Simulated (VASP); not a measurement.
Dy3Br:

```
CELL_PARAMETERS angstrom
1.91448 -2.68109 0.00000
1.91448 2.68109 0.00000
0.00000 0.00000 10.95686
ATOMIC_POSITIONS crystal
Dy 0.50000 0.50000 0.74671
Dy 0.00000 0.00000 0.50000
Dy 0.50000 0.50000 0.25329
Br 0.00000 0.00000 0.00000
```

The cell was built from a structure type or drawn by symmetry, and may not be a known phase.

```yaml
Program: VASP 6.6.1
Task: relaxation of cell and atoms
Functional: PBE
Potentials_or_basis: VASP PAW PBE potentials, release 64 (Dy_3, Br), 4f in core
Cutoff: 500 eV
k_mesh: 6 × 6 × 2
Occupations: gaussian, width 0.1 eV
Spin: no spin polarisation
```

At the start: pressure 3.8 GPa; volume 28.12 Å³/atom.

**Question.** Where does the relaxation end?

**Answer.** Over 14 steps the energy falls by 194.3 meV/atom and the volume is 29.67 Å³/atom (+5.5 %); space group Cmmm (No. 65, to 0.1 Å) before and after.

Step by step:
| step | energy change (eV) | largest force (eV/Å) | pressure (GPa) | volume (Å³) |
| --- | --- | --- | --- | --- |
| 1 | 0.0000 | 1.0808 | 3.80 | 112.48 |
| 2 | -0.6113 | 0.6577 | -0.73 | 123.17 |
| 3 | -0.6372 | 0.5537 | -1.63 | 126.21 |
| 4 | -0.6371 | 0.5647 | -1.54 | 125.87 |
| 5 | -0.7023 | 0.5084 | -0.31 | 121.17 |
| 6 | -0.7125 | 0.4590 | 0.56 | 118.37 |
| 7 | -0.7489 | 0.2513 | 0.44 | 118.16 |
| 8 | -0.7662 | 0.0141 | 0.31 | 117.88 |
| 9 | -0.7714 | 0.0031 | -0.20 | 119.32 |
| 10 | -0.7716 | 0.0001 | -0.33 | 119.70 |
| 11 | -0.7756 | 0.0278 | -0.14 | 119.09 |
| 12 | -0.7767 | 0.0503 | 0.02 | 118.60 |
| 13 | -0.7767 | 0.0527 | 0.04 | 118.55 |
| 14 | -0.7771 | 0.0345 | -0.01 | 118.68 |

Final structure:
```
Dy Br
1.0
     1.91293   -2.99374    0.00000
     1.91293    2.99374    0.00000
     0.00000    0.00000   10.36182
Dy Br
3 1
Direct
  0.50000 0.50000 0.76734
  0.00000 0.00000 0.50000
  0.50000 0.50000 0.23266
  0.00000 0.00000 0.00000
```

Caveat: the run has no spin polarisation, though such a crystal can be magnetic.
